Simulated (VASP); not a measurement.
Input of a VASP 6.6.1 run:

Contents of INCAR:

```
SYSTEM = Tl2PtS3
PREC = Accurate
ENCUT = 520
EDIFF = 1E-6
ISMEAR = -1
SIGMA = 0.05
LREAL = .FALSE.
LASPH = .TRUE.
NELM = 60
ALGO = Normal
ISIF = 2
LWAVE = .FALSE.
LCHARG = .FALSE.
GGA = PS
NBANDS = 36
```

The input KPOINTS:

```
Automatic mesh
0
G
  6 6 2
  0 0 0
```

Contents of POSCAR:

```
Tl2PtS3
1.0
    3.7115413344      0.0000814833     -0.0000991137
   -1.8557007793      3.2139930187      0.0000041514
   -0.0002603662     -0.0003723714     11.0205451693
Tl Pt S
2 1 3
Direct
    0.3559172104      0.6724839734      0.8306807916
    0.6892547641      0.3391261315      0.1630578516
    0.0226047631      0.0058229945      0.4968690866
    0.3559127918      0.6724703823      0.3932716283
    0.6892820138      0.3391642736      0.6004678735
    0.0225740454      0.0057888339     -0.0031293001
```

Potentials or basis: VASP PAW PBE potentials, release 64 (Tl_d, Pt, S).

Run with:

```sh
$ cat potpaw_PBE.64/Tl_d/POTCAR potpaw_PBE.64/Pt/POTCAR potpaw_PBE.64/S/POTCAR > POTCAR
$ mpirun -np 1 vasp_std > vasp.out
```

Task: Predict the pressure.

Result: -0.1 GPa.

Task: Predict the largest force.

Result: 0.016 eV/Å.

Task: What does it give for the band gap on the k mesh?

Result: Zero (band 27 reaches 6.95 eV, above the bottom of band 28 at 6.20 eV).

Forces in eV/Å, atoms in the order of the input:
```
Tl   0.000  0.000 -0.002
Tl   0.000  0.000  0.002
Pt   0.000  0.000  0.000
S    0.000  0.000  0.016
S    0.000  0.000 -0.016
S    0.000  0.000  0.000
```

Caveat: the PAW data sets were made with another functional, which shifts forces and pressure a little; spin-orbit coupling is left out, which moves the levels of the heavy elements.
